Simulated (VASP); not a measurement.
# TiO2 (P1) in VASP: a series of runs

The runs below take TiO2 through single point, with PBEsol.

Everything below comes from runs of VASP 6.6.1. Logs are shortened: lines on timing, memory, paths and dates and some standing lists are left out, and cuts for length are marked.

## (1) The cell of the first run

The typed cell holds 6 atoms: a = 3.827 Å, b = 3.827 Å, c = 5.472 Å, α = 109.89°, β = 109.89°, γ = 90.01°.

## (2) Single point, PBEsol

INCAR reads:

```
PREC = Accurate ; ENCUT = 520
EDIFF = 1E-6 ; ISMEAR = 0
SIGMA = 0.01 ; LREAL = False
LASPH = True ; NELM = 80
ALGO = Normal ; ISIF = 2
LWAVE = False ; LCHARG = True
GGA = PS ; LELF = True
LVHAR = True ; NBANDS = 33
```

KPOINTS reads:

```
regular mesh
0
Gamma
  6 6 4
```

POSCAR reads:

```
TiO2
1.0
    2.7060340000     -2.7066550000      0.0000000000
    2.7060340000      2.7066550000      0.0000000000
   -2.6335310000      0.0000000000      4.7966370000
Ti O
2 4
Direct
    0.0971555493      0.8289355493      0.2500000000
    0.8658900000      0.1341100000      0.7500000000
    0.3312210000      0.0887550000      0.6671490000
    0.6687790000      0.9112450000      0.3328510000
    0.9112450000      0.6687790000      0.8328510000
    0.0887550000      0.3312210000      0.1671490000
```

Potentials or basis: VASP PAW PBE potentials, release 64 (Ti_sv, O).

Run with:

```bash
cat potpaw_PBE.64/Ti_sv/POTCAR potpaw_PBE.64/O/POTCAR > POTCAR
mpirun -np 1 vasp_std > vasp.out
```

OUTCAR:

```text
PREC = Accurate
   ENCUT = 520
   EDIFF = 1E-6
   ISMEAR = 0
   LREAL = False
   LASPH = True
   NELM = 80
   ISIF = 2
   GGA = PS

 ion  position               nearest neighbor table
   1  0.097  0.829  0.250-   6 1.80   4 1.84   5 2.01   3 2.02   4 2.08   6 2.12
   2  0.866  0.134  0.750-   5 1.93   3 1.93   5 1.98   3 1.98   6 2.00   4 2.00
   3  0.331  0.089  0.667-   2 1.93   2 1.98   1 2.02
   4  0.669  0.911  0.333-   1 1.84   2 2.00   1 2.08
   5  0.911  0.669  0.833-   2 1.93   2 1.98   1 2.01
   6  0.089  0.331  0.167-   1 1.80   2 2.00   1 2.12

  LATTYP: Found a base centered monoclinic cell.
 ALAT       =     5.4120680000
 B/A-ratio  =     1.0002294871
 C/A-ratio  =     1.0110809974
 COS(beta)  =    -0.4812705001

  Lattice vectors:

 A1 = (   2.7060340000,  -2.7066550000,   0.0000000000)
 A2 = (   2.7060340000,   2.7066550000,   0.0000000000)
 A3 = (  -2.6335310000,   0.0000000000,   4.7966370000)

Analysis of symmetry for initial positions (statically):
=====================================================================
 Subroutine PRICEL returns:
 Original cell was already a primitive cell.

 Routine SETGRP: Setting up the symmetry group for a
 base centered monoclinic supercell.

 Subroutine GETGRP returns: Found  1 space group operations
 (whereof  1 operations were pure point group operations)
 out of a pool of  4 trial point group operations.

The static configuration has the point symmetry C_1 .

Analysis of symmetry for dynamics (positions and initial velocities):
=====================================================================
 Subroutine PRICEL returns:
 Original cell was already a primitive cell.

 Routine SETGRP: Setting up the symmetry group for a
 base centered monoclinic supercell.

 Subroutine GETGRP returns: Found  1 space group operations
 (whereof  1 operations were pure point group operations)
 out of a pool of  4 trial point group operations.

The dynamic configuration has the point symmetry C_1 .

 Subroutine INISYM returns: Found  1 space group operations
 (whereof  1 operations are pure point group operations),
 and found     1 'primitive' translations

----------------------------------------------------------------------------------------

                                     Primitive cell

  volume of cell :      70.2640

  direct lattice vectors                    reciprocal lattice vectors
[... 93 lines left out ...]
   ENCUT  =  520.0 eV  38.22 Ry    6.18 a.u.   7.12  7.12 10.17*2*pi/ulx,y,z
   NELM   =     80;   NELMIN=  2; NELMDL= -5     # of ELM steps
   EDIFF  = 0.1E-05   stopping-criterion for ELM
   LREAL  =      F    real-space projection
   EDIFFG = 0.1E-04   stopping-criterion for IOM
   NSW    =      0    number of steps for IOM
   IBRION =     -1    ionic relax: 0-MD 1-quasi-New 2-CG
   NFREE  =      0    steps in history (QN), initial steepest desc. (CG)
   ISIF   =      2    stress and relaxation
   ISYM   =      2    0-nonsym 1-usesym 2-fastsym
   POTIM  = 0.5000    time-step for ionic-motion
   TEBEG  =    0.0;   TEEND  =   0.0 temperature during run
   PSTRESS=    0.0 pullay stress
   NELECT =      48.0000    total number of electrons
   NUPDOWN=      -1.0000    fix difference up-down
   EMIN   =  10.00;   EMAX   =-10.00  energy-range for DOS
   EFERMI =   0.00;   METHOD = LEGACY
   ISMEAR =     0;   SIGMA  =   0.01  broadening in eV -4-tet -1-fermi 0-gaus
   EFERMI_NEDOS =   21; number of points for ismear=-14 and -15
   IALGO  =     38    algorithm
   IMIX   =      4    mixing-type and parameters
     AMIX     =   0.40;   BMIX     =  1.00
     AMIX_MAG =   1.60;   BMIX_MAG =  1.00
  volume/ion in A,a.u.               =      11.71        79.03
  Fermi-wavevector in a.u.,A,eV,Ry     =   1.441820  2.724644 28.284385  2.078844
  Thomas-Fermi vector in A             =   2.560409
   LORBIT       =      0    0 simple, 1 ext, 2 COOP (PROOUT), +10 PAW based schemes
   GGA     = PS    functional components
   LHFCALC =     F    Hartree Fock is set to
   AEXX    =    0.0000 exact exchange contribution
   IVDW    =     0    specifies the selected vdW correction
   LEPSILON=     F    determine dielectric tensor
   LRPA    =     F    only Hartree local field effects (RPA)
 non-spin polarized calculation
 Gauss-broadening in eV      SIGMA  =   0.01
  energy-cutoff  :      520.00
  volume of cell :       70.26
 maximum number of plane-waves:      1908
   NGX = 15   NGY = 15   NGZ = 21

 number of electron      47.9999994 magnetization

 Free energy of the ion-electron system (eV)
  ---------------------------------------------------
  ext. energy  EPLUGINS =         0.00000000
  ---------------------------------------------------
  free energy    TOTEN  =       -56.07626958 eV

  energy without entropy =      -56.07626958  energy(sigma->0) =      -56.07626958

 E-fermi :   3.0971     XC(G=0): -10.8526

 val. band max:        3.0199445359   @ k =   0.5000   0.5000   0.0000
 cond. band min:       5.1858394574   @ k =   0.0000   0.0000   0.0000
 fundamental gap:      2.1658949215
 Fermi energy:         3.0970964150

 k-point     1 :       0.0000    0.0000    0.0000
  band No.  band energies     occupation
      1     -53.2456      2.00000
      2     -53.0078      2.00000
      3     -29.7706      2.00000
      4     -29.5557      2.00000
      5     -29.5527      2.00000
      6     -29.3903      2.00000
[... 853 lines left out ...]
     32       8.7992      0.00000
     33       9.0273      0.00000

 [... further k-points ...]
[... 5 lines left out ...]
  --------------------------------------------------------------------------------------
  -------------------------------------------------------------------------------------
  Total       -1.8528310     -1.7441813     -2.6355815      0.5667484      0.7290633     -0.0252362
  in kB      -42.2487049    -39.7712471    -60.0971708     12.9231344     16.6242793     -0.5754412
  external PRESSURE =     -47.3723743 kB  Pullay stress =       0.0000000 kB

 VOLUME and BASIS-vectors are now :
 -----------------------------------------------------------------------------
  energy-cutoff  :      520.00
  volume of cell :       70.26
      direct lattice vectors                 reciprocal lattice vectors
     2.706034000 -2.706655000  0.000000000     0.184772253 -0.184729860  0.101446796
     2.706034000  2.706655000  0.000000000     0.184772253  0.184729860  0.101446796
    -2.633531000  0.000000000  4.796637000     0.000000000  0.000000000  0.208479399

 POSITION                                       TOTAL-FORCE (eV/Angst)
 -----------------------------------------------------------------------------------
      1.84765      1.98068      1.19916         1.214615      0.326435      0.101366
      0.73089     -1.98068      3.59748         0.066514     -0.070241     -0.246583
     -0.62049     -0.65627      3.20007        -0.162488     -0.033522     -0.193112
      3.39903      0.65627      1.59657        -0.374053      0.235095      0.248043
      2.08226     -0.65627      3.99488        -0.202861     -0.073336      0.303572
      0.69628      0.65627      0.80175        -0.541726     -0.384431     -0.213286
 -----------------------------------------------------------------------------------
    total drift:                               -0.000050     -0.000315      0.000065

  FREE ENERGIE OF THE ION-ELECTRON SYSTEM (eV)
  ---------------------------------------------------
  free  energy   TOTEN  =       -56.0762695801 eV

  energy  without entropy=      -56.0762695801  energy(sigma->0) =      -56.07626958
```

stdout:

```text
POSCAR found type information on POSCAR TiO
 POSCAR found :  2 types and       6 ions
 scaLAPACK will be used
 -----------------------------------------------------------------------------
|                                                                             |
|                                                                             |
|     You enforced a specific xc type in the INCAR file but a different       |
|     I HOPE YOU KNOW WHAT YOU ARE DOING!                                     |
|                                                                             |
 -----------------------------------------------------------------------------

 LDA part: xc-table for (Slater+PW92), standard interpolation
 POSCAR, INCAR and KPOINTS ok, starting setup
 FFT: planning ... GRIDC
 FFT: planning ... GRID_SOFT
 FFT: planning ... GRID
 WAVECAR not read
 entering main loop
```

It took 6.7 min on 1 thread of Intel Xeon 8259CL, shared host; peak memory 0.26 GiB.

Results:

* Free energy: -56.0763 eV
* Pressure: -4.7 GPa
* Largest force: 1.262 eV/Å
* Band gap on the k mesh: 2.17 eV (least direct gap 2.57 eV)

Forces in eV/Å, atoms in the order of the input:
```
Ti   1.215  0.326  0.101
Ti   0.067 -0.070 -0.247
O   -0.162 -0.034 -0.193
O   -0.374  0.235  0.248
O   -0.203 -0.073  0.304
O   -0.542 -0.384 -0.213
```

Stress tensor (GPa, compression positive):
```
-4.22  1.29 -0.06
 1.29 -3.98  1.66
-0.06  1.66 -6.01
```

Caveat: the cell stands under tension; the PAW data sets were made with another functional, which shifts forces and pressure a little.

## (3) Single point, PBEsol

INCAR reads:

```
SYSTEM = TiO2
PREC     = Accurate       ! precision mode
ENCUT    = 520            ! plane-wave cutoff, eV
EDIFF    = 1E-7           ! SCF threshold, eV
ISMEAR   = 0              ! smearing method
SIGMA    = 0.01           ! smearing width, eV
LREAL    = .FALSE.        ! projectors in reciprocal space
LASPH    = .TRUE.         ! aspherical terms in the spheres
NELM     = 80             ! most SCF steps
ALGO     = Normal         ! electronic algorithm
ISIF     = 2              ! what is computed and relaxed
LWAVE    = .FALSE.        ! write WAVECAR
LCHARG   = .FALSE.        ! write CHGCAR
GGA      = PS             ! functional
NBANDS   = 33             ! bands
```

KPOINTS reads:

```
regular mesh
0
G
  6 6 4
  0 0 0
```

Changes to POSCAR since step 2:

```diff
@@ -8,3 +8,3 @@
 Direct
-    0.0971555493      0.8289355493      0.2500000000
+    0.1710644507      0.9028444507      0.2500000000
     0.8658900000      0.1341100000      0.7500000000
```

Potentials or basis: VASP PAW PBE potentials, release 64 (Ti_sv, O).

Run with:

```bash
cat potpaw_PBE.64/Ti_sv/POTCAR potpaw_PBE.64/O/POTCAR > POTCAR
mpirun -np 1 vasp_std > vasp.out
```

OUTCAR:

```text
SYSTEM = TiO2
   PREC = Accurate
   ENCUT = 520
   EDIFF = 1E-7
   ISMEAR = 0
   LREAL = .FALSE.
   LASPH = .TRUE.
   NELM = 80
   ISIF = 2
   GGA = PS

 ion  position               nearest neighbor table
   1  0.171  0.903  0.250-   4 1.80   6 1.84   3 2.01   5 2.02   6 2.08   4 2.12
   2  0.866  0.134  0.750-   5 1.93   3 1.93   5 1.98   3 1.98   6 2.00   4 2.00
   3  0.331  0.089  0.667-   2 1.93   2 1.98   1 2.01
   4  0.669  0.911  0.333-   1 1.80   2 2.00   1 2.12
   5  0.911  0.669  0.833-   2 1.93   2 1.98   1 2.02
   6  0.089  0.331  0.167-   1 1.84   2 2.00   1 2.08

  LATTYP: Found a base centered monoclinic cell.
 ALAT       =     5.4120680000
 B/A-ratio  =     1.0002294871
 C/A-ratio  =     1.0110809974
 COS(beta)  =    -0.4812705001

  Lattice vectors:

 A1 = (   2.7060340000,  -2.7066550000,   0.0000000000)
 A2 = (   2.7060340000,   2.7066550000,   0.0000000000)
 A3 = (  -2.6335310000,   0.0000000000,   4.7966370000)

Analysis of symmetry for initial positions (statically):
=====================================================================
 Subroutine PRICEL returns:
 Original cell was already a primitive cell.

 Routine SETGRP: Setting up the symmetry group for a
 base centered monoclinic supercell.

 Subroutine GETGRP returns: Found  1 space group operations
 (whereof  1 operations were pure point group operations)
 out of a pool of  4 trial point group operations.

The static configuration has the point symmetry C_1 .

Analysis of symmetry for dynamics (positions and initial velocities):
=====================================================================
 Subroutine PRICEL returns:
 Original cell was already a primitive cell.

 Routine SETGRP: Setting up the symmetry group for a
 base centered monoclinic supercell.

 Subroutine GETGRP returns: Found  1 space group operations
 (whereof  1 operations were pure point group operations)
[... 125 lines left out ...]
   ISMEAR =     0;   SIGMA  =   0.01  broadening in eV -4-tet -1-fermi 0-gaus
   EFERMI_NEDOS =   21; number of points for ismear=-14 and -15
   IALGO  =     38    algorithm
   IMIX   =      4    mixing-type and parameters
     AMIX     =   0.40;   BMIX     =  1.00
     AMIX_MAG =   1.60;   BMIX_MAG =  1.00
  volume/ion in A,a.u.               =      11.71        79.03
  Fermi-wavevector in a.u.,A,eV,Ry     =   1.441820  2.724644 28.284385  2.078844
  Thomas-Fermi vector in A             =   2.560409
   LORBIT       =      0    0 simple, 1 ext, 2 COOP (PROOUT), +10 PAW based schemes
   GGA     = PS    functional components
   LHFCALC =     F    Hartree Fock is set to
   AEXX    =    0.0000 exact exchange contribution
   IVDW    =     0    specifies the selected vdW correction
   LEPSILON=     F    determine dielectric tensor
   LRPA    =     F    only Hartree local field effects (RPA)
 non-spin polarized calculation
 Gauss-broadening in eV      SIGMA  =   0.01
  energy-cutoff  :      520.00
  volume of cell :       70.26
 maximum number of plane-waves:      1908
   NGX = 15   NGY = 15   NGZ = 21

 number of electron      47.9999994 magnetization

 Free energy of the ion-electron system (eV)
  ---------------------------------------------------
  ext. energy  EPLUGINS =         0.00000000
  ---------------------------------------------------
  free energy    TOTEN  =       -56.07626876 eV

  energy without entropy =      -56.07626876  energy(sigma->0) =      -56.07626876

 E-fermi :   3.0700     XC(G=0): -10.8525

 val. band max:        3.0194576997   @ k =   0.5000   0.5000   0.0000
 cond. band min:       5.1866074334   @ k =   0.0000   0.0000   0.0000
 fundamental gap:      2.1671497337
 Fermi energy:         3.0699606122

 k-point     1 :       0.0000    0.0000    0.0000
  band No.  band energies     occupation
      1     -53.2444      2.00000
      2     -53.0064      2.00000
      3     -29.7695      2.00000
      4     -29.5546      2.00000
      5     -29.5516      2.00000
      6     -29.3889      2.00000
[... 853 lines left out ...]
     32       8.7880      0.00000
     33       9.1085      0.00000

 [... further k-points ...]
[... 5 lines left out ...]
  --------------------------------------------------------------------------------------
  -------------------------------------------------------------------------------------
  Total       -1.8627833     -1.7536842     -2.6417802     -0.5669628     -0.7309936     -0.0246172
  in kB      -42.4756392    -39.9879355    -60.2385158    -12.9280249    -16.6682932     -0.5613268
  external PRESSURE =     -47.5673635 kB  Pullay stress =       0.0000000 kB

 VOLUME and BASIS-vectors are now :
 -----------------------------------------------------------------------------
  energy-cutoff  :      520.00
  volume of cell :       70.26
      direct lattice vectors                 reciprocal lattice vectors
     2.706034000 -2.706655000  0.000000000     0.184772253 -0.184729860  0.101446796
     2.706034000  2.706655000  0.000000000     0.184772253  0.184729860  0.101446796
    -2.633531000  0.000000000  4.796637000     0.000000000  0.000000000  0.208479399

 POSITION                                       TOTAL-FORCE (eV/Angst)
 -----------------------------------------------------------------------------------
      2.24765      1.98068      1.19916        -1.215918      0.326717     -0.101520
      0.73089     -1.98068      3.59748        -0.066459     -0.070515      0.246564
     -0.62049     -0.65627      3.20007         0.202748     -0.073229     -0.303353
      3.39903      0.65627      1.59657         0.542396     -0.385137      0.213523
      2.08226     -0.65627      3.99488         0.162617     -0.033461      0.192918
      0.69628      0.65627      0.80175         0.374616      0.235624     -0.248131
 -----------------------------------------------------------------------------------
    total drift:                                0.000098     -0.000057      0.000170

  FREE ENERGIE OF THE ION-ELECTRON SYSTEM (eV)
  ---------------------------------------------------
  free  energy   TOTEN  =       -56.0762687558 eV

  energy  without entropy=      -56.0762687558  energy(sigma->0) =      -56.07626876
```

stdout:

```text
POSCAR found type information on POSCAR TiO
 POSCAR found :  2 types and       6 ions
 scaLAPACK will be used
 -----------------------------------------------------------------------------
|                                                                             |
|                                                                             |
|     You enforced a specific xc type in the INCAR file but a different       |
|     I HOPE YOU KNOW WHAT YOU ARE DOING!                                     |
|                                                                             |
 -----------------------------------------------------------------------------

 LDA part: xc-table for (Slater+PW92), standard interpolation
 POSCAR, INCAR and KPOINTS ok, starting setup
 FFT: planning ... GRIDC
 FFT: planning ... GRID_SOFT
 FFT: planning ... GRID
 WAVECAR not read
 entering main loop
```

Run time: 6.5 min. Hardware: 1 thread of Intel Xeon 8259CL, shared host; peak memory 0.26 GiB.

Results:

| Property | Result |
| --- | --- |
| Free energy | -56.0763 eV |
| Pressure | -4.8 GPa |
| Largest force | 1.263 eV/Å |
| Band gap on the k mesh | 2.17 eV (least direct gap 2.57 eV) |

Forces on the atoms (eV/Å):
```
Ti  -1.216  0.327 -0.102
Ti  -0.066 -0.071  0.247
O    0.203 -0.073 -0.303
O    0.542 -0.385  0.214
O    0.163 -0.033  0.193
O    0.375  0.236 -0.248
```

Levels at points of the mesh, in eV from the valence-band top:
| k point | band 22 | band 23 | band 24 | band 25 | band 26 | band 27 |
| --- | --- | --- | --- | --- | --- | --- |
| (0.00, 0.00, 0.00) | -0.86 | -0.61 | -0.49 | 2.17 | 2.92 | 3.74 |
| (0.50, 0.00, 0.00) | -0.96 | -0.87 | -0.69 | 3.17 | 3.20 | 3.40 |
| (0.00, 0.50, 0.00) | -1.04 | -0.92 | -0.70 | 3.08 | 3.48 | 3.53 |
| (0.50, 0.50, 0.00) | -1.91 | -0.23 | 0.00 | 3.17 | 3.22 | 3.66 |
| (0.00, 0.00, 0.50) | -1.19 | -0.43 | -0.26 | 2.31 | 2.73 | 3.64 |
| (0.50, 0.00, 0.50) | -0.95 | -0.85 | -0.69 | 2.89 | 3.37 | 3.58 |
| (0.00, 0.50, 0.50) | -1.05 | -0.94 | -0.73 | 3.18 | 3.24 | 3.49 |
| (0.50, 0.50, 0.50) | -1.98 | -0.13 | 0.00 | 3.21 | 3.37 | 3.45 |

Caveat: the cell stands under tension; the PAW data sets were made with another functional, which shifts forces and pressure a little.
